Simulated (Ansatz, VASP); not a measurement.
**MnO in VASP and in Ansatz**

File INCAR:

```
SYSTEM = MnO
ALGO     = Normal         ! electronic algorithm
EDIFF    = 1E-7           ! SCF threshold, eV
ENCUT    = 520            ! plane-wave cutoff, eV
GGA      = PE             ! functional
ISIF     = 2              ! what is computed and relaxed
ISMEAR   = 0              ! smearing method
ISPIN    = 2              ! spin polarisation
LASPH    = .True.         ! aspherical terms in the spheres
LCHARG   = .False.        ! write CHGCAR
LDAU     = .True.         ! DFT+U
LDAUJ    = 0 0          
LDAUL    = 2 -1           ! shell
LDAUPRINT= 1            
LDAUTYPE = 2            
LDAUU    = 6 0            ! U, eV
LMAXMIX  = 4              ! l up to which the mixer works
LORBIT   = 11             ! projections on sites
LREAL    = .False.        ! projectors in reciprocal space
LWAVE    = .False.        ! write WAVECAR
MAGMOM   = 4.7 -4.7 0 0   ! initial moments
NBANDS   = 31             ! bands
NELM     = 150            ! most SCF steps
PREC     = Accurate       ! precision mode
SIGMA    = 0.05           ! smearing width, eV
```

Contents of KPOINTS:

```
k-points
0
Gamma
  12 12 6
  0 0 0
```

File POSCAR:

```
MnO
1.0
    0.0000000000      2.2695972285      2.2695972285
    2.2695972285      0.0000000000      2.2695972285
    4.4801717668      4.4801717668      0.0590226902
Mn O
2 2
Direct
    0.0000000000      0.0000000000      0.0000000000
    0.0000000000      0.0000000000      0.5000000000
    0.5000000006      0.5000000006      0.2499999991
    0.4999999994      0.4999999994      0.7500000009
```

Input for Ansatz:

```yaml
crystal:
  lattice:
    - [0.0, 2.2695972285, 2.2695972285]
    - [2.2695972285, 0.0, 2.2695972285]
    - [4.4801717668, 4.4801717668, 0.0590226902]
  atoms:
    - { symbol: Mn, position: [0.0, 0.0, 0.0], spin: 4.7 }
    - { symbol: O, position: [0.5000000006, 0.5000000006, 0.2499999991] }
    - { symbol: Mn, position: [0.0, 0.0, 0.5], spin: -4.7 }
    - { symbol: O, position: [0.4999999994, 0.4999999994, 0.7500000009] }
basis:
  ecutwfc: 420
  ecutrho_ratio: 4
kpoints:
  mp_grid: { grid: [12, 12, 6] }
hamiltonian:
  xc: pbe
  hubbard: { sites: [{ species: Mn, l: d, u_eff: 6.0 }] }
scf:
  occupations: { method: gaussian, width: 0.05 }
  lower_state_search: "off"
output:
  forces: true
  stress: true
  eigenvalues: true
  populations: true
  hubbard: { sites: [{ species: Mn, l: d }] }
  dos: { projected: true, de: 0.02 }
magnetization:
  spin_polarized: true
checkpoint:
  read: start.run
  write: ck
  compress: false
  write_wavefunctions: false
  write_every: 100000
```

Alike in both runs: task single point; functional PBE; k mesh 12 × 12 × 6; occupations gaussian, width 0.05 eV; collinear spin; Hubbard terms Mn d U = 6.0 eV.

```csv
,VASP,Ansatz
version,VASP 6.6.1,Ansatz 0.2.0
potentials or method,"VASP PAW PBE potentials, release 64 (Mn_pv, O), cutoff 520 eV","scalar-relativistic, plane waves, PAW"
valence electrons in the cell,38,42
```

```tsv
	VASP	Ansatz	Ansatz less VASP
gap on the k mesh at the Fermi level (eV)	1.93	1.83	-0.104
least direct gap on the mesh (eV)	2.45	2.37	-0.079
pressure (GPa)	0.3	2.8	+2.53
net moment per atom (μB)	0.00	0.00	0.000
size of the moment on the site where the two differ most (μB)	4.65	4.32	-0.334
```

Site moments also hang on the region over which each program counts them. The programs project onto different local orbitals, so the same U acts differently, and such runs can settle in different states. VASP's potentials hold 38 valence electrons a cell and Ansatz's 42, so a difference there can come from the potentials and not from the codes.
